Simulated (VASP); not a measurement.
# ZrN (Fm-3m) in VASP: further runs, part 2 of 2

VASP 6.6.1.

**3. Relaxation of cell and atoms, PBEsol, target pressure 9.4 GPa, at which the enthalpy is minimised**

This run uses another cell than the first one, of 12.17 Å³/atom.

The input, INCAR:

```
PREC = Accurate
ENCUT = 600
EDIFF = 1E-7
ISMEAR = 1
SIGMA = 0.1
LREAL = F
LASPH = T
NELM = 120
ALGO = Normal
ISIF = 3
LWAVE = F
LCHARG = F
GGA = PS
IBRION = 2
NSW = 80
EDIFFG = -0.002
PSTRESS = 94.0
GGA_COMPAT = F
NELMIN = 4
```

The input, KPOINTS:

```
regular mesh
0
Gamma
  16 16 16
```

The input, POSCAR:

```
ZrN
1.0
    0.0000000000      2.3000000000      2.3000000000
    2.3000000000      0.0000000000      2.3000000000
    2.3000000000      2.3000000000      0.0000000000
Zr N
1 1
Direct
    0.5000000000      0.5000000000      0.5000000000
    0.0000000000      0.0000000000      0.0000000000
```

Potentials or basis: VASP PAW PBE potentials, release 64 (Zr_sv, N).

Launch:

```
$ cat potpaw_PBE.64/Zr_sv/POTCAR potpaw_PBE.64/N/POTCAR > POTCAR
$ mpirun -np 1 vasp_std > vasp.out
```

OUTCAR:

```text
PREC = Accurate
   ENCUT = 600
   EDIFF = 1E-7
   ISMEAR = 1
   LREAL = F
   LASPH = T
   NELM = 120
   ISIF = 3
   GGA = PS
   IBRION = 2
   NSW = 80
   EDIFFG = -0.002
   PSTRESS = 94.0
   NELMIN = 4

 ion  position               nearest neighbor table
   1  0.500  0.500  0.500-   2 2.30   2 2.30   2 2.30   2 2.30   2 2.30   2 2.30
   2  0.000  0.000  0.000-   1 2.30   1 2.30   1 2.30   1 2.30   1 2.30   1 2.30

  LATTYP: Found a face centered cubic cell.
 ALAT       =     4.6000000000

  Lattice vectors:

 A1 = (   0.0000000000,   2.3000000000,   2.3000000000)
 A2 = (   2.3000000000,   0.0000000000,   2.3000000000)
 A3 = (   2.3000000000,   2.3000000000,   0.0000000000)

Analysis of symmetry for initial positions (statically):
=====================================================================
 Subroutine PRICEL returns:
 Original cell was already a primitive cell.

 Routine SETGRP: Setting up the symmetry group for a
 face centered cubic supercell.

 Subroutine GETGRP returns: Found 48 space group operations
 (whereof 48 operations were pure point group operations)
 out of a pool of 48 trial point group operations.

The static configuration has the point symmetry O_h .

Analysis of symmetry for dynamics (positions and initial velocities):
=====================================================================
 Subroutine PRICEL returns:
 Original cell was already a primitive cell.

 Routine SETGRP: Setting up the symmetry group for a
 face centered cubic supercell.

 Subroutine GETGRP returns: Found 48 space group operations
 (whereof 48 operations were pure point group operations)
 out of a pool of 48 trial point group operations.

The dynamic configuration has the point symmetry O_h .

 Subroutine INISYM returns: Found 48 space group operations
[... 125 lines left out ...]
   IVDW    =     0    specifies the selected vdW correction
   LEPSILON=     F    determine dielectric tensor
   LRPA    =     F    only Hartree local field effects (RPA)
 conjugate gradient relaxation of ions
 non-spin polarized calculation
 Methfessel and Paxton  Order N= 1 SIGMA  =   0.10
  energy-cutoff  :      600.00
  volume of cell :       24.33
 maximum number of plane-waves:       869
 NGX is ok and might be reduce to    28
   NGX = 13   NGY = 13   NGZ = 13

--------------------------------------- Ionic step        1  -------------------------------------------

 number of electron      17.0000000 magnetization

 Free energy of the ion-electron system (eV)
  ---------------------------------------------------
  ext. energy  EPLUGINS =         0.00000000
  ---------------------------------------------------
  free energy    TOTEN  =       -21.53781191 eV

  energy without entropy =      -21.53720197  energy(sigma->0) =      -21.53760860

------------------------ aborting loop because EDIFF is reached ----------------------------------------

  FORCE on cell =-STRESS in cart. coord.  units (eV):
  Direction    XX          YY          ZZ          XY          YZ          ZX
  --------------------------------------------------------------------------------------
  -------------------------------------------------------------------------------------
  Total       -1.1620594     -1.1620594     -1.1620594      0.0000000      0.0000000      0.0000000
  in kB      -76.5112666    -76.5112666    -76.5112666      0.0000000      0.0000000      0.0000000
  external PRESSURE =    -170.5112666 kB  Pullay stress =      94.0000000 kB
[... 215 lines left out ...]
--------------------------------------- Ionic step        7  -------------------------------------------

 number of electron      17.0000001 magnetization

 Free energy of the ion-electron system (eV)
  ---------------------------------------------------
  ext. energy  EPLUGINS =         0.00000000
  ---------------------------------------------------
  free energy    TOTEN  =       -21.53413701 eV

  energy without entropy =      -21.53352866  energy(sigma->0) =      -21.53393423

 E-fermi :  12.5003     XC(G=0): -12.9595

 val. band max:       12.4967169609   @ k =  -0.1250   0.0625   0.0000
 cond. band min:      12.5059659321   @ k =  -0.1250   0.0625   0.0000
 fundamental gap:      0.0092489712
 Fermi energy:        12.5003324093

 k-point     1 :       0.0000    0.0000    0.0000
  band No.  band energies     occupation
      1     -36.7955      2.00000
      2     -14.3843      2.00000
      3     -14.3843      2.00000
      4     -14.3843      2.00000
      5      -3.9109      2.00000
      6       9.8118      2.00000
      7       9.8118      2.00000
      8       9.8118      2.00000
      9      12.0699      2.00000
     10      12.0699      2.00000
     11      12.0699      2.00000
     12      14.2081     -0.00000
[... 331 lines left out ...]
 k-point    24 :      -0.0625    0.0625    0.0000
  band No.  band energies     occupation
      1     -36.7777      2.00000
      2     -14.5324      2.00000
      3     -14.4185      2.00000
      4     -14.3852      2.00000
      5      -3.6716      2.00000
      6       8.8769      2.00000
      7       9.0910      2.00000
      8       9.4540      2.00000
      9      12.2327      2.00101
     10      12.2707      2.00547
     11      12.6890     -0.02263
     12      14.5902      0.00000

 [... further k-points ...]
[... 5 lines left out ...]
  --------------------------------------------------------------------------------------
  -------------------------------------------------------------------------------------
  Total        1.3409907      1.3409907      1.3409907      0.0000000      0.0000000      0.0000000
  in kB       94.0250464     94.0250464     94.0250464      0.0000000      0.0000000      0.0000000
  external PRESSURE =       0.0250464 kB  Pullay stress =      94.0000000 kB
[... 21 lines left out ...]
  energy  without entropy=      -21.5335286647  energy(sigma->0) =      -21.53393423

  enthalpy is  TOTEN    =       -20.1935035524 eV   P V=        1.3406334615

 reached required accuracy - stopping structural energy minimisation
```

OSZICAR:

```text
N       E                     dE             d eps       ncg     rms          rms(c)
DAV:   1     0.127671332196E+03    0.12767E+03   -0.99805E+03  3480   0.155E+03
DAV:   2    -0.158639369787E+02   -0.14354E+03   -0.13623E+03  4108   0.390E+02
DAV:   3    -0.245526647331E+02   -0.86887E+01   -0.85336E+01  6128   0.888E+01
[... 66 lines left out ...]
DAV:   3    -0.215341253851E+02    0.39136E-04   -0.25750E-04  5052   0.150E-01    0.283E-02
DAV:   4    -0.215341302133E+02   -0.48281E-05   -0.45479E-06  4156   0.275E-02    0.154E-02
DAV:   5    -0.215341351845E+02   -0.49712E-05   -0.34453E-06  5520   0.115E-02    0.598E-03
DAV:   6    -0.215341369950E+02   -0.18105E-05   -0.13467E-06  5476   0.826E-03    0.106E-03
DAV:   7    -0.215341370139E+02   -0.18886E-07   -0.13810E-08  1792   0.150E-03
   7 F= -.20193504E+02 E0= -.20193301E+02  d E =-.153137E-04
```

It took 4.1 min on 1 thread of Intel Xeon Platinum 8488C (Sapphire Rapids), shared host; peak memory 0.21 GiB.

What came out:

* Free energy: -21.5341 eV
* Relaxed volume: 11.43 Å³/atom
* Relaxed cell: a = 3.185 Å, b = 3.185 Å, c = 3.185 Å, α = 60.00°, β = 60.00°, γ = 60.00°
* Space group after relaxing (to 0.1 Å): Fm-3m (No. 225)
* Energy change on relaxing (the run minimises the enthalpy): +1.8 meV/atom
* Ionic steps: 7
* Pressure after relaxing: 9.4 GPa
* Band gap on the k mesh: zero (an odd number of electrons rules out a gap without spin polarisation)

Step by step:
| step | energy change (eV) | largest force (eV/Å) | pressure (GPa) | volume (Å³) |
| --- | --- | --- | --- | --- |
| 1 | 0.0000 | 0.0000 | -7.65 | 24.33 |
| 2 | 0.5811 | 0.0000 | 62.34 | 20.05 |
| 3 | 0.0001 | 0.0000 | 8.53 | 22.92 |
| 4 | 0.0031 | 0.0000 | 9.27 | 22.86 |
| 5 | 0.0048 | 0.0000 | 9.66 | 22.83 |
| 6 | 0.0017 | 0.0000 | 8.95 | 22.88 |
| 7 | 0.0037 | 0.0000 | 9.40 | 22.85 |

Final structure:
```
Zr N
1.0
     0.00000    2.25227    2.25227
     2.25227    0.00000    2.25227
     2.25227    2.25227    0.00000
Zr N
1 1
Direct
  0.50000 0.50000 0.50000
  0.00000 0.00000 0.00000
```

Caveat: the cell is relaxed towards a set pressure, so the run minimises the enthalpy, not the energy; the PAW data sets were made with another functional, which shifts forces and pressure a little.
